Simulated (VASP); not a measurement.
Input of a VASP 6.6.1 run:

The input POSCAR:

```
CaO
1.0
    2.8169836585      0.0000000000      0.0000000000
    0.0000000000      2.9032089648      0.0000000000
    0.0000000000      0.0000000000      2.9032089648
Ca O
1 1
Direct
    0.0000000000      0.0000000000      0.0000000000
    0.5000000000      0.5000000000      0.5000000000
```

The input INCAR.step1:

```
PREC = Accurate
ENCUT = 520
ISMEAR = 0
SIGMA = 0.01
LREAL = F
LASPH = T
NELM = 80
NBANDS = 15
GGA = PE
ALGO = Normal
EDIFF = 1E-4
LWAVE = T
LCHARG = F
```

File INCAR.step2:

```
PREC = Accurate
ENCUT = 520
EDIFF = 1E-6
ISMEAR = 0
SIGMA = 0.01
LREAL = F
LASPH = T
NELM = 80
ALGO = Normal
ISIF = 2
LWAVE = F
LCHARG = F
METAGGA = R2SCAN
LMIXTAU = T
NBANDS = 15
ISTART = 1
```

File KPOINTS:

```
regular mesh
0
Gamma
  8 8 8
```

Potentials or basis: VASP PAW PBE potentials, release 64 (Ca_sv, O).

The run is started by

```sh
$ cat potpaw_PBE.64/Ca_sv/POTCAR potpaw_PBE.64/O/POTCAR > POTCAR
$ cp INCAR.step1 INCAR
$ mpirun -np 1 vasp_std > vasp.out
$ cp INCAR.step2 INCAR
$ mpirun -np 1 vasp_std > vasp.out
```

(1) What does it give for the band gap on the k mesh?

(2) Predict the pressure.

Results:

(1) 3.07 eV (least direct gap 3.35 eV).

(2) 5.1 GPa.

Caveat: the cell differs from its parent crystal (uniaxial x strain -3.0%); the stress differs along the axes, from 1 to 13 GPa; the structure was generated, so it needn't be the stable form of CaO; the PAW data sets were made with another functional, which shifts forces and pressure a little.
